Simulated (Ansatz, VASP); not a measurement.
# One calculation of InAs3, two programs

```
In As
1.0
     5.03727    0.00000    0.00000
    -2.51863    4.36240    0.00000
     0.00000    0.00000    5.27880
In As
1 3
Direct
  0.00000 0.00000 0.00000
  0.00000 0.00000 0.50000
  0.33333 0.66667 0.00000
  0.66667 0.33333 0.00000
```

Alike in both runs: functional PBE; k mesh 6 × 6 × 4; occupations gaussian, width 0.1 eV; no spin polarisation.

Ansatz relaxed the structure, and its values are those at the end. VASP's run is a single point on that final structure, the one shown.

```csv
,VASP,Ansatz
version,VASP 6.6.1,Ansatz 0.2.0
potentials or method,"VASP PAW PBE potentials, release 64 (In_d, As), cutoff 500 eV","scalar-relativistic, plane waves, PAW"
valence electrons in the cell,28,58
```

|  | VASP | Ansatz | Ansatz less VASP |
| --- | --- | --- | --- |
| gap on the k mesh at the Fermi level (eV) | none | none | - |
| pressure (GPa) | 0.0 | 0.0 | -0.02 |

A gap of «none» marks a metal or a gap that the smearing closes. VASP's potentials hold 28 valence electrons a cell and Ansatz's 58, so a difference there can come from the potentials and not from the codes.
